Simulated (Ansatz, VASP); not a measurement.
**Pb: VASP beside Ansatz**

```
CELL_PARAMETERS angstrom
3.50305 0.00000 0.00000
-1.75152 3.03373 0.00000
0.00000 0.00000 5.62702
ATOMIC_POSITIONS crystal
Pb 0.33333 0.66667 0.25000
Pb 0.66667 0.33333 0.75000
```

Change from the starting cell: volume scaled by 1.02, PAW files.

Alike in both runs: task electric field gradients; functional PBE; k mesh 14 × 14 × 8; occupations fermi-dirac, width 0.08 eV; no spin polarisation.

```csv
,VASP,Ansatz
version,VASP 6.6.1,Ansatz 0.2.0
potentials or method,"VASP PAW PBE potentials, release 64 (Pb_d)","PAW with Ansatz's default frozen-core files, scalar-relativistic"
plane-wave cutoff (eV),520,420
valence electrons in the cell,28,28
```

Ansatz gave:

| Item | Value |
| --- | --- |
| pressure (GPa) | 3.0 |
| traceless stress, the component that is largest in VASP (GPa) | 1.16 |
| size of Vzz on the site where it differs most (V/Å²) | 49.6 |

**Question.** What did VASP give for the same quantities?

**Answer.** Pressure (GPa): 2.9; traceless stress, the component that is largest in VASP (GPa): 1.15; size of Vzz on the site where it differs most (V/Å²): 47.6.

Neither program's run includes spin-orbit coupling.
